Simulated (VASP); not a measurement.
Write the native input for VASP 6.6.1 that does the following.

- Task: single point
- Functional: PBE
- Dispersion: D4
- Potentials or basis: VASP PAW PBE potentials, release 64 (Ni, Mo_sv, Pd, Ir, W_sv)
- Cutoff: 520 eV
- k mesh: 8 × 8 × 2
- Occupations: fermi-dirac, width 0.05 eV
- Spin: collinear spin, ferromagnetic start
- Starting moments: [1.0, 1.0, 0.0, 0.6, 0.0] μB
- Dipole correction: no
- Further INCAR settings: ALGO = Normal; EDIFF = 1e-06; NBANDS = 40

The structure of NiMoIrPdW lies in POSCAR:

```
NiMoIrPdW
1.0
    2.7422359344      0.0000000000      0.0000000000
   -1.3711179672      2.3748459823      0.0000000000
    0.0000000000      0.0000000000     11.2003149200
Ni Mo Pd Ir W
1 1 1 1 1
Direct
    0.0000000000      0.0000000000      0.7103527649
    0.6666666667      0.3333333333      0.2950771904
    0.6666666667      0.3333333333      0.8991874039
    0.0000000000      0.0000000000      0.1037447257
    0.6666666667      0.3333333333      0.5293179151
```

These files were run (other wordings do the same):

INCAR

```
ALGO = Normal ; EDIFF = 1E-6
ENCUT = 520 ; GGA = PE
ISIF = 2 ; ISMEAR = -1
ISPIN = 2 ; IVDW = 13
LASPH = True ; LCHARG = True
LELF = True ; LMAXMIX = 4
LORBIT = 11 ; LREAL = False
LVHAR = True ; LWAVE = False
MAGMOM = 1 1 0 0.6 0 ; NBANDS = 40
NELM = 150 ; PREC = Accurate
SIGMA = 0.05
```

KPOINTS

```
k-points
0
Gamma
  8 8 2
```

Potentials or basis: VASP PAW PBE potentials, release 64 (Ni, Mo_sv, Pd, Ir, W_sv).

Run with:

```bash
$ cat potpaw_PBE.64/Ni/POTCAR potpaw_PBE.64/Mo_sv/POTCAR potpaw_PBE.64/Pd/POTCAR potpaw_PBE.64/Ir/POTCAR potpaw_PBE.64/W_sv/POTCAR > POTCAR
$ mpirun -np 1 vasp_std > vasp.out
```

It gave:

The pressure is 0.3 GPa. The largest force is 0.032 eV/Å, the net moment is 0.00 μB per cell and the valence electrons inside the program's atomic spheres are Ni 9.25; Mo 12.60; Pd 9.54; Ir 8.36; W 12.14. The dispersion energy per atom is -0.634 eV.

Caveat: pairwise dispersion overbinds metals, which lowers pressure and volume.

It took 3.3 min on 1 thread of Intel Xeon 6975P-C, with other jobs on the host, peak memory 0.28 GiB.
